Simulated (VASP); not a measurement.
A run of VASP 6.6.1:

The input INCAR:

```
  ALGO = Normal
  EDIFF = 1E-7
  ENCUT = 520
  GGA = PS
  ISIF = 2
  ISMEAR = 0
  LASPH = True
  LCHARG = False
  LREAL = False
  LWAVE = False
  NBANDS = 35
  NELM = 60
  PREC = Accurate
  SIGMA = 0.05
```

The input KPOINTS:

```
k-points
0
Gamma
  8 8 6
```

File POSCAR:

```
Ta2O5
1.0
    2.9029038208     -2.5888014726      0.0166874682
    2.9029038208      2.5888014726      0.0166874682
   -2.6252363435      0.0000000000      5.0872750641
Ta O
2 5
Direct
    0.2312115468      0.1509661098      0.2922341406
    0.8490338902      0.7687884532      0.7077658594
    0.6331897694      0.2241584648      0.6514832749
    0.2412721201      0.1119475761      0.9563142977
    0.2723977143      0.7276022857      0.5000000000
    0.8880524239      0.7587278799      0.0436857023
    0.7758415352      0.3668102306      0.3485167251
```

Potentials or basis: VASP PAW PBE potentials, release 64 (Ta_pv, O).

Run with:

```console
$ cat potpaw_PBE.64/Ta_pv/POTCAR potpaw_PBE.64/O/POTCAR > POTCAR
$ mpirun -np 1 vasp_std > vasp.out
```

Hardware: 1 thread of Oxide Virtual Turin-like Processor, on a shared host.

How long does it take, and how much memory?

Wall time 4.5 min on 1 thread of Oxide Virtual Turin-like Processor, with other jobs on the host, peak memory 0.33 GiB. Counts: scf iterations 16, k points 114.
